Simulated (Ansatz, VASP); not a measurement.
**BeP3: VASP beside Ansatz**

```
Be P
1.0
    -1.64718    1.64718    5.24314
     1.64718   -1.64718    5.24314
     1.64718    1.64718   -5.24314
Be P
1 3
Direct
  0.00000 0.00000 0.00000
  0.50000 0.50000 0.00000
  0.25000 0.75000 0.50000
  0.75000 0.25000 0.50000
```

Alike in both runs: functional PBE; k mesh 20 × 20 × 20; occupations gaussian, width 0.1 eV; no spin polarisation.

Ansatz relaxed the structure, and its values are those at the end. VASP's run is a single point on that final structure, the one shown.

|  | VASP | Ansatz |
| --- | --- | --- |
| version | VASP 6.6.1 | Ansatz 0.2.0 |
| potentials or method | VASP PAW PBE potentials, release 64 (Be, P), cutoff 520 eV | scalar-relativistic, plane waves, PAW |
| valence electrons in the cell | 17 | 17 |

Ansatz gave:

| Item | Value |
| --- | --- |
| gap on the k mesh at the Fermi level (eV) | none |
| pressure (GPa) | 0.0 |

Question: Which values does VASP return?

Answer: gap on the k mesh at the Fermi level (eV): none; pressure (GPa): -0.1.

A gap of «none» marks a metal or a gap that the smearing closes.
